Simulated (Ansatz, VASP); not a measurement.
**FeO: VASP beside Ansatz**

```
Fe O
1.0
     1.59357    0.92005    2.51579
    -1.59357    0.92005    2.51579
     0.00000   -1.84009    2.51579
Fe O
1 1
Direct
  0.00000 0.00000 0.00000
  0.50000 0.50000 0.50000
```

Change from the starting cell: strain +0.0500 x Voigt [1, 1, 0, 0, 0, 0], atoms carried along.

Alike in both runs: task single point; functional PBE; k mesh 18 × 18 × 18; occupations gaussian, width 0.15 eV; collinear spin.

|  | VASP | Ansatz |
| --- | --- | --- |
| version | VASP 6.6.1 | Ansatz 0.2.0 |
| potentials or method | VASP PAW PBE potentials, release 64 (Fe, O), cutoff 600 eV | scalar-relativistic, plane waves, PAW |
| valence electrons in the cell | 14 | 22 |

```csv
,VASP,Ansatz,Ansatz less VASP
gap on the k mesh at the Fermi level (eV),none,none,-
pressure (GPa),-15.1,-14.9,+0.27
"traceless stress, the component that is largest in VASP (GPa)",1.82,1.75,-0.071
net moment per atom (μB),2.00,2.00,+0.001
size of the moment on the site where the two differ most (μB),3.63,3.49,-0.137
```

Site moments also hang on the region over which each program counts them. A gap of «none» marks a metal or a gap that the smearing closes. The functional is the same, so the differences come from potentials, cutoffs and numerics. VASP's potentials hold 14 valence electrons a cell and Ansatz's 22, so a difference there can come from the potentials and not from the codes.
